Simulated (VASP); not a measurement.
# AlOs3 (Pm-3m) in VASP: a series of runs, part 2 of 3

VASP 6.6.1.

### Step 3. Single point, PBE

This run uses another cell than the first one, of 13.43 Å³/atom.

INCAR

```
  ALGO = Normal
  EDIFF = 1E-7
  ENCUT = 520
  GGA = PE
  ISIF = 2
  ISMEAR = 0
  LASPH = True
  LCHARG = False
  LREAL = False
  LWAVE = False
  NBANDS = 22
  NELM = 100
  PREC = Accurate
  SIGMA = 0.1
```

KPOINTS

```
k-points
0
Gamma
  6 6 6
```

POSCAR

```
AlOs3
1.0
    3.7733892234      0.0000000000      0.0000000000
    0.0000000000      3.7733892234      0.0000000000
    0.0000000000      0.0000000000      3.7733892234
Al Os
1 3
Direct
    0.0000000000      0.0000000000      0.0000000000
    0.0000000000      0.5000000000      0.5000000000
    0.5000000000      0.0000000000      0.5000000000
    0.5000000000      0.5000000000      0.0000000000
```

Potentials or basis: VASP PAW PBE potentials, release 64 (Al, Os).

Command:

```
cat potpaw_PBE.64/Al/POTCAR potpaw_PBE.64/Os/POTCAR > POTCAR
mpirun -np 1 vasp_std > vasp.out
```

OUTCAR:

```text
EDIFF = 1E-7
   ENCUT = 520
   GGA = PE
   ISIF = 2
   ISMEAR = 0
   LASPH = True
   LREAL = False
   NELM = 100
   PREC = Accurate

 ion  position               nearest neighbor table
   1  0.000  0.000  0.000-   2 2.67   3 2.67   4 2.67   2 2.67   3 2.67   2 2.67   4 2.67   2 2.67
                             3 2.67   4 2.67   3 2.67   4 2.67
   2  0.000  0.500  0.500-   1 2.67   3 2.67   4 2.67   1 2.67   4 2.67   1 2.67   3 2.67   1 2.67
                             3 2.67   4 2.67   4 2.67   3 2.67
   3  0.500  0.000  0.500-   1 2.67   2 2.67   4 2.67   1 2.67   4 2.67   2 2.67   4 2.67   4 2.67
                             1 2.67   2 2.67   1 2.67   2 2.67
   4  0.500  0.500  0.000-   1 2.67   2 2.67   3 2.67   2 2.67   3 2.67   1 2.67   3 2.67   3 2.67
                             1 2.67   2 2.67   2 2.67   1 2.67

  LATTYP: Found a simple cubic cell.
 ALAT       =     3.7733892234

  Lattice vectors:

 A1 = (   3.7733892234,   0.0000000000,   0.0000000000)
 A2 = (   0.0000000000,   3.7733892234,   0.0000000000)
 A3 = (   0.0000000000,   0.0000000000,   3.7733892234)

Analysis of symmetry for initial positions (statically):
=====================================================================
 Subroutine PRICEL returns:
 Original cell was already a primitive cell.

 Routine SETGRP: Setting up the symmetry group for a
 simple cubic supercell.

 Subroutine GETGRP returns: Found 48 space group operations
 (whereof 48 operations were pure point group operations)
 out of a pool of 48 trial point group operations.

The static configuration has the point symmetry O_h .

Analysis of symmetry for dynamics (positions and initial velocities):
=====================================================================
 Subroutine PRICEL returns:
 Original cell was already a primitive cell.

[... 121 lines left out ...]
   ISMEAR =     0;   SIGMA  =   0.10  broadening in eV -4-tet -1-fermi 0-gaus
   EFERMI_NEDOS =   21; number of points for ismear=-14 and -15
   IALGO  =     38    algorithm
   IMIX   =      4    mixing-type and parameters
     AMIX     =   0.40;   BMIX     =  1.00
     AMIX_MAG =   1.60;   BMIX_MAG =  1.00
  volume/ion in A,a.u.               =      13.43        90.64
  Fermi-wavevector in a.u.,A,eV,Ry     =   1.301561  2.459593 23.049095  1.694061
  Thomas-Fermi vector in A             =   2.432686
   LORBIT       =      0    0 simple, 1 ext, 2 COOP (PROOUT), +10 PAW based schemes
   GGA     = PE    functional components
   LHFCALC =     F    Hartree Fock is set to
   AEXX    =    0.0000 exact exchange contribution
   IVDW    =     0    specifies the selected vdW correction
   LEPSILON=     F    determine dielectric tensor
   LRPA    =     F    only Hartree local field effects (RPA)
 non-spin polarized calculation
 Gauss-broadening in eV      SIGMA  =   0.10
  energy-cutoff  :      520.00
  volume of cell :       53.73
 maximum number of plane-waves:      1472
   NGX = 15   NGY = 15   NGZ = 15

 number of electron      26.9999994 magnetization

 Free energy of the ion-electron system (eV)
  ---------------------------------------------------
  ext. energy  EPLUGINS =         0.00000000
  ---------------------------------------------------
  free energy    TOTEN  =       -36.41012084 eV

  energy without entropy =      -36.39063778  energy(sigma->0) =      -36.40037931

 E-fermi :   9.7746     XC(G=0): -13.4593

 val. band max:        9.7100475783   @ k =   0.3333   0.3333   0.1667
 cond. band min:       9.8040052328   @ k =   0.5000   0.5000   0.3333
 fundamental gap:      0.0939576545
 Fermi energy:         9.7746007821

 k-point     1 :       0.0000    0.0000    0.0000
  band No.  band energies     occupation
      1      -1.5969      2.00000
      2       1.7717      2.00000
      3       3.6797      2.00000
      4       3.6797      2.00000
      5       3.8383      2.00000
      6       3.8383      2.00000
[... 489 lines left out ...]
     21      17.4833      0.00000
     22      17.4833      0.00000

------------------------ aborting loop because EDIFF is reached ----------------------------------------

  FORCE on cell =-STRESS in cart. coord.  units (eV):
  Direction    XX          YY          ZZ          XY          YZ          ZX
  --------------------------------------------------------------------------------------
  -------------------------------------------------------------------------------------
  Total        8.0704303      8.0704303      8.0704303     -0.0000000      0.0000000     -0.0000000
  in kB      240.6647368    240.6647368    240.6647368     -0.0000000      0.0000000     -0.0000000
  external PRESSURE =     240.6647368 kB  Pullay stress =       0.0000000 kB

 VOLUME and BASIS-vectors are now :
 -----------------------------------------------------------------------------
  energy-cutoff  :      520.00
  volume of cell :       53.73
      direct lattice vectors                 reciprocal lattice vectors
     3.773389223  0.000000000  0.000000000     0.265013742  0.000000000  0.000000000
     0.000000000  3.773389223  0.000000000     0.000000000  0.265013742  0.000000000
     0.000000000  0.000000000  3.773389223     0.000000000  0.000000000  0.265013742

 POSITION                                       TOTAL-FORCE (eV/Angst)
 -----------------------------------------------------------------------------------
      0.00000      0.00000      0.00000         0.000000      0.000000      0.000000
      0.00000      1.88669      1.88669         0.000000      0.000000      0.000000
      1.88669      0.00000      1.88669         0.000000      0.000000      0.000000
      1.88669      1.88669      0.00000         0.000000      0.000000      0.000000
 -----------------------------------------------------------------------------------
    total drift:                                0.000000      0.000000      0.000000

  FREE ENERGIE OF THE ION-ELECTRON SYSTEM (eV)
  ---------------------------------------------------
  free  energy   TOTEN  =       -36.4101208388 eV

  energy  without entropy=      -36.3906377803  energy(sigma->0) =      -36.40037931
```

OSZICAR:

```text
N       E                     dE             d eps       ncg     rms          rms(c)
DAV:   1     0.173592601352E+03    0.17359E+03   -0.11632E+04   880   0.110E+03
DAV:   2    -0.265867224429E+02   -0.20018E+03   -0.18659E+03   904   0.372E+02
DAV:   3    -0.383543568549E+02   -0.11768E+02   -0.11056E+02  1134   0.719E+01
DAV:   4    -0.386261559836E+02   -0.27180E+00   -0.27055E+00  1028   0.122E+01
DAV:   5    -0.386303541417E+02   -0.41982E-02   -0.41974E-02  1080   0.142E+00    0.303E+01
DAV:   6    -0.367317514955E+02    0.18986E+01   -0.34080E+00  1080   0.120E+01    0.125E+01
DAV:   7    -0.364487692036E+02    0.28298E+00   -0.58914E-01  1084   0.477E+00    0.385E+00
DAV:   8    -0.364109070059E+02    0.37862E-01   -0.29952E-02   976   0.108E+00    0.625E-01
DAV:   9    -0.364101236388E+02    0.78337E-03   -0.28842E-03  1058   0.365E-01    0.205E-01
DAV:  10    -0.364101268728E+02   -0.32340E-05   -0.12009E-04  1054   0.777E-02    0.984E-02
DAV:  11    -0.364101208751E+02    0.59977E-05   -0.15515E-05  1030   0.336E-02    0.235E-02
DAV:  12    -0.364101209310E+02   -0.55877E-07   -0.18211E-06  1018   0.846E-03    0.599E-03
DAV:  13    -0.364101208388E+02    0.92220E-07   -0.71096E-08   672   0.186E-03
   1 F= -.36410121E+02 E0= -.36400379E+02  d E =-.194831E-01
```

stdout:

```text
POSCAR found type information on POSCAR AlOs
 POSCAR found :  2 types and       4 ions
 scaLAPACK will be used
 LDA part: xc-table for (Slater+PW92), standard interpolation
 POSCAR, INCAR and KPOINTS ok, starting setup
 FFT: planning ... GRIDC
 FFT: planning ... GRID_SOFT
 FFT: planning ... GRID
 WAVECAR not read
 entering main loop
```

It took 27 s on 1 thread of Intel Xeon 8259CL, shared host; peak memory 0.16 GiB.

Results:

* Free energy: -36.4101 eV
* Pressure: 24.1 GPa
* Band gap on the k mesh: zero (an odd number of electrons rules out a gap without spin polarisation)

Caveat: the cell stands under pressure; spin-orbit coupling is left out, which moves the levels of the heavy elements.

(Continued in part 3 of 3.)
